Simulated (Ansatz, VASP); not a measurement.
HfN: VASP beside Ansatz

File INCAR:

```
SYSTEM = HfN
PREC     = Accurate       ! precision mode
ENCUT    = 520            ! plane-wave cutoff, eV
EDIFF    = 1E-6           ! SCF threshold, eV
ISMEAR   = -1             ! smearing method
SIGMA    = 0.05           ! smearing width, eV
LREAL    = .False.        ! projectors in reciprocal space
LASPH    = .True.         ! aspherical terms in the spheres
NELM     = 100            ! most SCF steps
ALGO     = Normal         ! electronic algorithm
ISIF     = 2              ! what is computed and relaxed
LWAVE    = .False.        ! write WAVECAR
LCHARG   = .True.         ! write CHGCAR
GGA      = CA             ! functional
LELF     = .True.         ! ELF
LVHAR    = .True.       
NBANDS   = 23             ! bands
```

File KPOINTS:

```
regular mesh
0
Gamma
  10 10 5
  0 0 0
```

Contents of POSCAR:

```
HfN
1.0
    3.1339080219      0.0000000000      0.0000000000
   -1.5669540110      2.7140439601      0.0000000000
    0.0000000000      0.0000000000      5.4167677200
Hf N
2 2
Direct
    0.3333333333      0.6666666667      0.2500000000
    0.6666666667      0.3333333333      0.7500000000
    0.0000000000      0.0000000000      0.5000000000
    0.0000000000      0.0000000000      0.0000000000
```

Contents of input.yaml:

```yaml
crystal:
  lattice:
    - [3.1339080219, 0.0, 0.0]
    - [-1.566954011, 2.7140439601, 0.0]
    - [0.0, 0.0, 5.41676772]
  atoms:
    - { symbol: Hf, position: [0.3333333333, 0.6666666667, 0.25] }
    - { symbol: Hf, position: [0.6666666667, 0.3333333333, 0.75] }
    - { symbol: "N", position: [0.0, 0.0, 0.5] }
    - { symbol: "N", position: [0.0, 0.0, 0.0] }
hamiltonian:
  xc: lda
  pseudopotentials: { kind: paw }
kpoints:
  mp_grid: { grid: [10, 10, 5] }
scf:
  occupations: { method: fermi_dirac, width: 0.05 }
output:
  forces: true
  stress: true
  eigenvalues: true
  write_density: true
  write_potential: true
  elf: true
  volumetric_format: npy
```

Alike in both runs: task single point; functional LDA; k mesh 10 × 10 × 5; occupations fermi-dirac, width 0.05 eV; no spin polarisation.

|  | VASP | Ansatz |
| --- | --- | --- |
| version | VASP 6.6.1 | Ansatz 0.2.0 |
| potentials or method | VASP PAW LDA potentials, release 64 (Hf_pv, N) | Ansatz PAW |
| plane-wave cutoff (eV) | 520 | 420 |
| valence electrons in the cell | 30 | 62 |

```tsv
	VASP	Ansatz	Ansatz less VASP
gap on the k mesh at the Fermi level (eV)	none	none	-
pressure (GPa)	-10.1	-9.0	+1.14
traceless stress, the component that is largest in VASP (GPa)	-0.45	-0.48	-0.035
```

LDA's correlation is that of Perdew and Zunger in VASP and of Perdew and Wang (1992) in Ansatz. A gap of «none» marks a metal or a gap that the smearing closes. VASP's potentials hold 30 valence electrons a cell and Ansatz's 62, so a difference there can come from the potentials and not from the codes.

Spin-orbit coupling is off throughout.
